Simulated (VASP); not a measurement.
Si3N4: single point with PBEsol

Si3N4:

```xyz
14
Lattice="0.0000 3.8720 3.8720 3.8720 0.0000 3.8720 3.8720 3.8720 0.0000" Properties=species:S:1:pos:R:3 pbc="T T T"
Si    2.9040    2.9040    0.9680
Si    2.9040    0.9680    2.9040
Si    0.9680    2.9040    2.9040
Si    0.9680    0.9680    0.9680
Si    5.8080    5.8080    5.8080
Si    3.8720    3.8720    3.8720
N     2.8463    2.8463    2.8463
N     6.8337    4.7823    4.7823
N     4.7823    4.7823    6.8337
N     4.7823    6.8337    4.7823
N     4.8977    4.8977    2.8463
N     4.8977    2.8463    4.8977
N     6.8337    6.8337    6.8337
N     2.8463    4.8977    4.8977
```

| Item | Value |
| --- | --- |
| Program | VASP 6.6.1 |
| Task | single point |
| Functional | PBEsol |
| Potentials or basis | VASP PAW PBE potentials, release 64 (Si, N) |
| Cutoff | 520 eV |
| k mesh | 6 × 6 × 6 |
| Occupations | gaussian, width 0.02 eV |
| Spin | no spin polarisation |
| Dipole correction | no |
| Further INCAR settings | ALGO = Normal; EDIFF = 1e-06; NBANDS = 45 |

```json
{
 "Pressure": "0.3 GPa",
 "Largest force": "0.009 eV/Å",
 "Band gap on the k mesh": "3.28 eV, indirect (least direct gap 3.32 eV)"
}
```

Forces on the atoms (eV/Å):
```
Si   0.000  0.000  0.000
Si   0.000  0.000  0.000
Si   0.000  0.000  0.000
Si   0.000  0.000  0.000
Si   0.000  0.000  0.000
Si   0.000  0.000  0.000
N    0.005  0.005  0.005
N   -0.005  0.005  0.005
N    0.005  0.005 -0.005
N    0.005 -0.005  0.005
N   -0.005 -0.005  0.005
N   -0.005  0.005 -0.005
N   -0.005 -0.005 -0.005
N    0.005 -0.005 -0.005
```

Levels at points of the mesh, in eV from the valence-band top:
```csv
k point,band 29,band 30,band 31,band 32,band 33,band 34,band 35,band 36
"(0.00, 0.00, 0.00)",-0.18,-0.03,-0.03,-0.03,3.28,3.28,3.28,4.89
"(0.50, 0.00, 0.00)",-0.48,-0.48,-0.36,-0.36,4.87,5.66,5.66,6.30
"(0.50, 0.50, 0.00)",-1.13,-1.13,-0.46,-0.46,6.59,6.59,6.91,6.91
```

It took 46 s on 1 thread of Intel(R) Xeon(R) Platinum 8481C CPU @ 2.70GHz (Sapphire Rapids), on a shared host, peak memory 0.26 GiB.

Caveat: the PAW data sets were made with another functional, which shifts forces and pressure a little. A k mesh can miss the band edges.
